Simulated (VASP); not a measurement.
Set up this calculation in VASP 6.6.1, as the native input.

- Task: single point
- Functional: LDA
- Potentials or basis: VASP PAW LDA potentials, release 64 (Ba_sv)
- Cutoff: 520 eV
- k mesh: 10 × 10 × 10
- Occupations: fermi-dirac, width 0.1 eV
- Spin: no spin polarisation
- Dipole correction: no
- Further INCAR settings: ALGO = Normal; EDIFF = 1e-06; NBANDS = 11

The structure of Ba lies in POSCAR:

```
Ba
1.0
    0.0000000000      2.8694314650      2.8694314650
    2.8694314650      0.0000000000      2.8694314650
    2.8694314650      2.8694314650      0.0000000000
Ba
1
Direct
    0.0000000000      0.0000000000      0.0000000000
```

This isn't the form of Ba at room conditions, which is bcc.

These files were run (other wordings do the same):

INCAR

```
PREC     = Accurate       # precision mode
ENCUT    = 520            # plane-wave cutoff, eV
EDIFF    = 1E-6           # SCF threshold, eV
ISMEAR   = -1             # smearing method
SIGMA    = 0.1            # smearing width, eV
LREAL    = F              # projectors in reciprocal space
LASPH    = T              # aspherical terms in the spheres
NELM     = 80             # most SCF steps
ALGO     = Normal         # electronic algorithm
ISIF     = 2              # what is computed and relaxed
LWAVE    = F              # write WAVECAR
LCHARG   = T              # write CHGCAR
GGA      = CA             # functional
LELF     = T              # ELF
LVHAR    = T            
NBANDS   = 11             # bands
```

KPOINTS

```
regular mesh
0
Gamma
  10 10 10
```

Potentials or basis: VASP PAW LDA potentials, release 64 (Ba_sv).

The run is started by

```console
$ cat potpaw_LDA.64/Ba_sv/POTCAR > POTCAR
$ mpirun -np 1 vasp_std > vasp.out
```

It gave:

The pressure is 1.5 GPa. The band gap on the k mesh is zero (bands 5 and 6 overlap by 0.74 eV).

Caveat: spin-orbit coupling is left out, which moves the levels of the heavy elements.

Wall time 32 s on 1 thread of Intel(R) Xeon(R) Platinum 8259CL CPU @ 2.50GHz (Skylake/Cascade Lake) (shared host), peak memory 0.16 GiB.
